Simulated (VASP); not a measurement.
# Re (Fm-3m) in VASP: a series of runs

Runs on Re. Level: PBE+D3(BJ). Tasks: single point, relaxation of cell and atoms.

Everything below comes from runs of VASP 6.6.1. Logs are shortened: lines on timing, memory, paths and dates and some standing lists are left out, and cuts for length are marked.

**1. The cell of the first run**

The structure is cubic, space group Fm-3m (No. 225). The conventional cell has a = 3.890 Å, b = 3.890 Å, c = 3.890 Å, α = 90.00°, β = 90.00°, γ = 90.00°. Within 3.6 Å of Re (site symmetry m-3m) lie 12 Re at 2.75 Å.

**2. Single point, PBE+D3(BJ)**

INCAR

```
PREC     = Accurate       # precision mode
ENCUT    = 520            # plane-wave cutoff, eV
EDIFF    = 1E-6           # SCF threshold, eV
ISMEAR   = 0              # smearing method
SIGMA    = 0.1            # smearing width, eV
LREAL    = False          # projectors in reciprocal space
LASPH    = True           # aspherical terms in the spheres
NELM     = 80             # most SCF steps
ALGO     = Normal         # electronic algorithm
ISIF     = 2              # what is computed and relaxed
LWAVE    = False          # write WAVECAR
LCHARG   = False          # write CHGCAR
GGA      = PE             # functional
IVDW     = 12             # dispersion correction
NBANDS   = 10             # bands
```

KPOINTS

```
Automatic mesh
0
Gamma
  18 18 18
```

POSCAR

```
Re
1.0
    0.0000000000      1.9450736369      1.9450736369
    1.9450736369      0.0000000000      1.9450736369
    1.9450736369      1.9450736369      0.0000000000
Re
1
Direct
    0.0000000000      0.0000000000      0.0000000000
```

Potentials or basis: VASP PAW PBE potentials, release 64 (Re).

On the command line:

```console
$ cat potpaw_PBE.64/Re/POTCAR > POTCAR
$ mpirun -np 1 vasp_std > vasp.out
```

OUTCAR:

```text
PREC = Accurate
   ENCUT = 520
   EDIFF = 1E-6
   ISMEAR = 0
   LREAL = False
   LASPH = True
   NELM = 80
   ISIF = 2
   GGA = PE
   IVDW = 12
 IVDW          = 12

 ion  position               nearest neighbor table
   1  0.000  0.000  0.000-

  LATTYP: Found a face centered cubic cell.
 ALAT       =     3.8901472738

  Lattice vectors:

 A1 = (   0.0000000000,   1.9450736369,   1.9450736369)
 A2 = (   1.9450736369,   0.0000000000,   1.9450736369)
 A3 = (   1.9450736369,   1.9450736369,   0.0000000000)

Analysis of symmetry for initial positions (statically):
=====================================================================
 Subroutine PRICEL returns:
 Original cell was already a primitive cell.

 Routine SETGRP: Setting up the symmetry group for a
 face centered cubic supercell.

 Subroutine GETGRP returns: Found 48 space group operations
 (whereof 48 operations were pure point group operations)
 out of a pool of 48 trial point group operations.

The static configuration has the point symmetry O_h .

Analysis of symmetry for dynamics (positions and initial velocities):
=====================================================================
 Subroutine PRICEL returns:
 Original cell was already a primitive cell.

 Routine SETGRP: Setting up the symmetry group for a
 face centered cubic supercell.

 Subroutine GETGRP returns: Found 48 space group operations
 (whereof 48 operations were pure point group operations)
 out of a pool of 48 trial point group operations.

The dynamic configuration has the point symmetry O_h .

 Subroutine INISYM returns: Found 48 space group operations
 (whereof 48 operations are pure point group operations),
 and found     1 'primitive' translations

----------------------------------------------------------------------------------------

                                     Primitive cell

  volume of cell :      14.7176

  direct lattice vectors                    reciprocal lattice vectors
     0.000000000  1.945073637  1.945073637    -0.257059677  0.257059677  0.257059677
     1.945073637  0.000000000  1.945073637     0.257059677 -0.257059677  0.257059677
     1.945073637  1.945073637  0.000000000     0.257059677  0.257059677 -0.257059677

  length of vectors
     2.750749517  2.750749517  2.750749517     0.445240420  0.445240420  0.445240420

  position of ions in fractional coordinates (direct lattice)
     0.000000000  0.000000000  0.000000000
[... 79 lines left out ...]
   NSW    =      0    number of steps for IOM
   IBRION =     -1    ionic relax: 0-MD 1-quasi-New 2-CG
   NFREE  =      0    steps in history (QN), initial steepest desc. (CG)
   ISIF   =      2    stress and relaxation
   ISYM   =      2    0-nonsym 1-usesym 2-fastsym
   POTIM  = 0.5000    time-step for ionic-motion
   TEBEG  =    0.0;   TEEND  =   0.0 temperature during run
   PSTRESS=    0.0 pullay stress
   NELECT =       7.0000    total number of electrons
   NUPDOWN=      -1.0000    fix difference up-down
   EMIN   =  10.00;   EMAX   =-10.00  energy-range for DOS
   EFERMI =   0.00;   METHOD = LEGACY
   ISMEAR =     0;   SIGMA  =   0.10  broadening in eV -4-tet -1-fermi 0-gaus
   EFERMI_NEDOS =   21; number of points for ismear=-14 and -15
   IALGO  =     38    algorithm
   IMIX   =      4    mixing-type and parameters
     AMIX     =   0.40;   BMIX     =  1.00
     AMIX_MAG =   1.60;   BMIX_MAG =  1.00
  volume/ion in A,a.u.               =      14.72        99.32
  Fermi-wavevector in a.u.,A,eV,Ry     =   1.277894  2.414869 22.218488  1.633013
  Thomas-Fermi vector in A             =   2.410468
   LORBIT       =      0    0 simple, 1 ext, 2 COOP (PROOUT), +10 PAW based schemes
   GGA     = PE    functional components
   LHFCALC =     F    Hartree Fock is set to
   AEXX    =    0.0000 exact exchange contribution
   IVDW    =    12    specifies the selected vdW correction
   LEPSILON=     F    determine dielectric tensor
   LRPA    =     F    only Hartree local field effects (RPA)
 non-spin polarized calculation
 Gauss-broadening in eV      SIGMA  =   0.10
  energy-cutoff  :      520.00
  volume of cell :       14.72
 maximum number of plane-waves:       411
   NGX = 11   NGY = 11   NGZ = 11

 number of electron       7.0000001 magnetization

 Free energy of the ion-electron system (eV)
  ---------------------------------------------------
  ext. energy  EPLUGINS =         0.00000000
  ---------------------------------------------------
  free energy    TOTEN  =       -12.35744386 eV

  energy without entropy =      -12.35311773  energy(sigma->0) =      -12.35528079

 E-fermi :   8.1437     XC(G=0): -13.7309

 val. band max:        8.1213471913   @ k =  -0.3889   0.4444   0.0556
 cond. band min:       8.1808360143   @ k =  -0.3333   0.2778   0.0000
 fundamental gap:      0.0594888230
 Fermi energy:         8.1436800320

 k-point     1 :       0.0000    0.0000    0.0000
  band No.  band energies     occupation
      1      -1.9795      2.00000
      2       6.2335      2.00000
      3       6.2335      2.00000
      4       6.2335      2.00000
      5       9.4207      0.00000
      6       9.4207      0.00000
      7      22.0638      0.00000
      8      27.7225      0.00000
      9      27.7225      0.00000
     10      27.7225      0.00000
[... 287 lines left out ...]
 k-point    24 :      -0.2222    0.0556    0.0000
  band No.  band energies     occupation
      1       0.3310      2.00000
      2       5.2712      2.00000
      3       6.6945      2.00000
      4       6.8290      2.00000
      5       8.9862      0.00000
      6      10.0385      0.00000
      7      22.4677      0.00000
      8      25.9354      0.00000
      9      30.6720      0.00000
     10      31.9614      0.00000

 [... further k-points ...]

------------------------ aborting loop because EDIFF is reached ----------------------------------------

 Edisp (eV)   -0.65505

 E8    (eV) :    -0.3298

  FORCE on cell =-STRESS in cart. coord.  units (eV):
  Direction    XX          YY          ZZ          XY          YZ          ZX
  --------------------------------------------------------------------------------------
  -------------------------------------------------------------------------------------
  Total      -0.04141    -0.04141    -0.04141     0.00000    -0.00000     0.00000
  in kB      -4.50839    -4.50839    -4.50839     0.00000    -0.00000     0.00000
  external pressure =       -4.51 kB  Pullay stress =        0.00 kB

 VOLUME and BASIS-vectors are now :
 -----------------------------------------------------------------------------
  energy-cutoff  :      520.00
  volume of cell :       14.72
      direct lattice vectors                 reciprocal lattice vectors
     0.000000000  1.945073637  1.945073637    -0.257059677  0.257059677  0.257059677
     1.945073637  0.000000000  1.945073637     0.257059677 -0.257059677  0.257059677
     1.945073637  1.945073637  0.000000000     0.257059677  0.257059677 -0.257059677

 POSITION                                       TOTAL-FORCE (eV/Angst)
 -----------------------------------------------------------------------------------
      0.00000      0.00000      0.00000         0.000000      0.000000      0.000000
 -----------------------------------------------------------------------------------
    total drift:                                0.000000      0.000000     -0.000000

  FREE ENERGIE OF THE ION-ELECTRON SYSTEM (eV)
  ---------------------------------------------------
  free  energy   TOTEN  =       -13.0124938037 eV

  energy  without entropy=      -13.0081676728  energy(sigma->0) =      -13.01033074
```

OSZICAR:

```text
N       E                     dE             d eps       ncg     rms          rms(c)
DAV:   1     0.541883615593E+01    0.54188E+01   -0.34241E+03  6152   0.773E+02
DAV:   2    -0.126812948166E+02   -0.18100E+02   -0.16651E+02  6092   0.165E+02
DAV:   3    -0.130549345461E+02   -0.37364E+00   -0.36912E+00  6398   0.406E+01
DAV:   4    -0.130564508682E+02   -0.15163E-02   -0.15155E-02  6422   0.116E+00
DAV:   5    -0.130564527287E+02   -0.18605E-05   -0.18609E-05  5674   0.252E-02    0.302E+01
DAV:   6    -0.125487953493E+02    0.50766E+00   -0.39920E-01  6160   0.170E+01    0.125E+01
DAV:   7    -0.125243644665E+02    0.24431E-01   -0.19242E+00  6206   0.146E+01    0.798E-01
DAV:   8    -0.123578898873E+02    0.16647E+00   -0.36202E+00  5870   0.714E-01    0.142E-01
DAV:   9    -0.123574376838E+02    0.45220E-03   -0.31451E-04  5870   0.180E-01    0.272E-02
DAV:  10    -0.123574415658E+02   -0.38820E-05   -0.19726E-05  5342   0.317E-02    0.740E-03
DAV:  11    -0.123574440964E+02   -0.25306E-05   -0.14252E-06  4788   0.105E-02    0.275E-03
DAV:  12    -0.123574438596E+02    0.23673E-06   -0.28130E-08  2500   0.388E-03
   1 F= -.13012494E+02 E0= -.13010331E+02  d E =-.432613E-02
```

stdout:

```text
POSCAR found type information on POSCAR Re
 POSCAR found :  1 types and       1 ions
 scaLAPACK will be used
 LDA part: xc-table for (Slater+PW92), standard interpolation
 POSCAR, INCAR and KPOINTS ok, starting setup
 FFT: planning ... GRIDC
 FFT: planning ... GRID_SOFT
 FFT: planning ... GRID
 WAVECAR not read
 entering main loop
 the old and the new charge density differ
 old charge density:     7.00000 new    6.99986
    0.798E-01
 the old and the new charge density differ
 old charge density:     6.99986 new    7.00000
    0.142E-01
```

It took 16 s on 1 thread of Intel Xeon Platinum 8488C (Sapphire Rapids), shared host; peak memory 0.15 GiB.

What came out:

```yaml
Free_energy: -13.0125 eV
Pressure: -0.5 GPa
Dispersion_energy_per_atom: -0.655 eV
```

Caveat: spin-orbit coupling is left out, which moves the levels of the heavy elements; pairwise dispersion overbinds metals, which lowers pressure and volume.

**3. Relaxation of cell and atoms, PBE+D3(BJ)**

This run uses another cell than the first one, of 15.01 Å³/atom, 1.020 times its volume.

INCAR

```
ALGO = Normal
EDIFF = 1E-7
EDIFFG = -0.005
ENCUT = 600
GGA = PE
IBRION = 2
ISIF = 3
ISMEAR = 0
IVDW = 12
LASPH = True
LCHARG = False
LREAL = False
LWAVE = False
NELM = 60
NSW = 70
PREC = Accurate
SIGMA = 0.1
```

KPOINTS

```
k-points
0
Gamma
  18 18 18
```

POSCAR

```
Re
1.0
    0.0000000000      1.9577236231      1.9577236231
    1.9577236231      0.0000000000      1.9577236231
    1.9577236231      1.9577236231      0.0000000000
Re
1
Direct
    0.0000000000      0.0000000000      0.0000000000
```

Potentials or basis: VASP PAW PBE potentials, release 64 (Re).

On the command line:

```console
$ cat potpaw_PBE.64/Re/POTCAR > POTCAR
$ mpirun -np 1 vasp_std > vasp.out
```

It took 36 s on 1 thread of Intel Xeon Platinum 8488C (Sapphire Rapids), shared host; peak memory 0.18 GiB.

It converged, with:

| Item | Value |
| --- | --- |
| Free energy | -13.0137 eV |
| Relaxed volume | 14.71 Å³/atom |
| Relaxed cell | a = 2.750 Å, b = 2.750 Å, c = 2.750 Å, α = 60.00°, β = 60.00°, γ = 60.00° |
| Space group after relaxing (to 0.05 Å) | Fm-3m (No. 225) |
| Energy gained by relaxing | 7.3 meV/atom |
| Ionic steps | 4 |
| Pressure after relaxing | 0.0 GPa |
| Dispersion energy per atom | -0.656 eV |

The path:
```csv
step,energy change (eV),largest force (eV/Å),pressure (GPa),volume (Å³)
1,0.0000,0.0000,-7.54,15.01
2,0.1266,0.0000,39.12,13.52
3,-0.0072,0.0000,-0.30,14.72
4,-0.0073,0.0000,-0.03,14.71
```

Final structure:
```
CELL_PARAMETERS angstrom
0.00000 1.94460 1.94460
1.94460 0.00000 1.94460
1.94460 1.94460 0.00000
ATOMIC_POSITIONS crystal
Re 0.00000 0.00000 0.00000
```

Levels at points of the mesh, in eV from the Fermi level:
```csv
k point,band 1,band 2,band 3,band 4,band 5,band 6,band 7
"(0.00, 0.00, 0.00)",-10.13,-1.91,-1.91,-1.91,1.28,1.28,13.92
"(0.50, 0.00, 0.00)",-6.88,-2.12,-2.12,0.23,3.83,3.83,9.99
"(0.50, 0.50, 0.00)",-6.83,-5.96,2.82,3.78,4.58,4.58,12.30
```

Caveat: spin-orbit coupling is left out, which moves the levels of the heavy elements; pairwise dispersion overbinds metals, which lowers pressure and volume.
